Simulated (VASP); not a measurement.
Wanted: the native input for a VASP 6.6.1 run.

| Property | Result |
| --- | --- |
| Task | single point |
| Functional | PBEsol |
| Potentials or basis | VASP PAW PBE potentials, release 64 (Ga_d, Sb) |
| Cutoff | 520 eV |
| k mesh | 10 × 10 × 10 |
| Occupations | gaussian, width 0.15 eV |
| Spin | no spin polarisation |
| Dipole correction | no |
| Further INCAR settings | ALGO = Normal; EDIFF = 1e-06; NBANDS = 22 |

The structure of GaSb3 lies in POSCAR:

```
GaSb3
1.0
    0.0000000000      3.6426978882      3.3622101508
    3.6426978882      0.0000000000      3.3622101508
    3.6426978882      3.6426978882      0.0000000000
Ga Sb
1 3
Direct
    0.0000000000      0.0000000000      0.0000000000
    0.2500000000      0.2500000000      0.2500000000
    0.7500000000      0.7500000000      0.7500000000
    0.5000000000      0.5000000000      0.5000000000
```

This cell differs from its parent crystal: volume 22.307 Å^3 an atom, c/a of the conventional cell 0.9230.

These files were run (other wordings do the same):

INCAR

```
PREC = Accurate ; ENCUT = 520
EDIFF = 1E-6 ; ISMEAR = 0
SIGMA = 0.15 ; LREAL = F
LASPH = T ; NELM = 100
ALGO = Normal ; ISIF = 2
LWAVE = F ; LCHARG = F
GGA = PS ; NBANDS = 22
```

KPOINTS

```
Automatic mesh
0
Gamma
  10 10 10
```

Potentials or basis: VASP PAW PBE potentials, release 64 (Ga_d, Sb).

Launch:

```console
$ cat potpaw_PBE.64/Ga_d/POTCAR potpaw_PBE.64/Sb/POTCAR > POTCAR
$ mpirun -np 1 vasp_std > vasp.out
```

Results of the run:

```json
{"Pressure": "6.9 GPa", "Band gap on the k mesh": "zero (band 14 reaches 11.29 eV, above the bottom of band 15 at 6.58 eV)"}
```

Caveat: the PAW data sets were made with another functional, which shifts forces and pressure a little; spin-orbit coupling is left out, which moves the levels of the heavy elements.

Wall time 92 s on 1 thread of Intel(R) Xeon(R) 6975P-C (Granite Rapids), with other jobs on the host, peak memory 0.36 GiB.
